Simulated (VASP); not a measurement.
Set up this calculation in VASP 6.6.1, as the native input.

```
Task                   : single point
Functional             : LDA
Potentials or basis    : VASP PAW PBE potentials, release 64 (Gd, O)
Cutoff                 : 520 eV
k mesh                 : 9 × 9 × 9
Occupations            : fermi-dirac, width 0.1 eV
Spin                   : collinear spin, ferromagnetic start
Starting moments       : [9.1, 0.0] μB
Hubbard terms          : Gd f U = 1.0 eV
Dipole correction      : no
Further INCAR settings : ALGO = Normal; EDIFF = 1e-07; NBANDS = 23
```

The structure of GdO lies in POSCAR:

```
GdO
1.0
    0.0000000000      2.7000000000      2.7000000000
    2.7000000000      0.0000000000      2.7000000000
    2.7000000000      2.7000000000      0.0000000000
Gd O
1 1
Direct
    0.0000000000      0.0000000000      0.0000000000
    0.2500000000      0.2500000000      0.2500000000
```

One way to write it, as run:

INCAR

```
ALGO     = Normal         # electronic algorithm
EDIFF    = 1E-7           # SCF threshold, eV
ENCUT    = 520            # plane-wave cutoff, eV
GGA      = CA             # functional
ISIF     = 2              # what is computed and relaxed
ISMEAR   = -1             # smearing method
ISPIN    = 2              # spin polarisation
LASPH    = True           # aspherical terms in the spheres
LCHARG   = True           # write CHGCAR
LDAU     = True           # DFT+U
LDAUJ    = 0 0          
LDAUL    = 3 -1           # shell
LDAUPRINT= 1            
LDAUTYPE = 2            
LDAUU    = 1 0            # U, eV
LELF     = True           # ELF
LMAXMIX  = 6              # l up to which the mixer works
LORBIT   = 11             # projections on sites
LREAL    = False          # projectors in reciprocal space
LVHAR    = True         
LWAVE    = False          # write WAVECAR
MAGMOM   = 9.1 0          # initial moments
NBANDS   = 23             # bands
NELM     = 150            # most SCF steps
PREC     = Accurate       # precision mode
SIGMA    = 0.1            # smearing width, eV
```

KPOINTS

```
k-points
0
Gamma
  9 9 9
```

Potentials or basis: VASP PAW PBE potentials, release 64 (Gd, O).

Run with:

```sh
$ cat potpaw_PBE.64/Gd/POTCAR potpaw_PBE.64/O/POTCAR > POTCAR
$ mpirun -np 1 vasp_std > vasp.out
```

It gave:

```json
{
  "Pressure": "-7.2 GPa",
  "Net moment": "7.05 μB per cell",
  "Site moments": "Gd +6.75; O -0.05 μB",
  "Valence electrons inside the program's atomic spheres": "Gd 15.21; O 4.95"
}
```

Caveat: the PAW data sets were made with another functional, which shifts forces and pressure a little; a cell with one magnetic atom can't hold antiferromagnetic order, which such compounds often take.

Wall time 71 s on 1 thread of AMD EPYC 9R45 96-Core Processor (Zen 5) (shared host), peak memory 0.17 GiB.
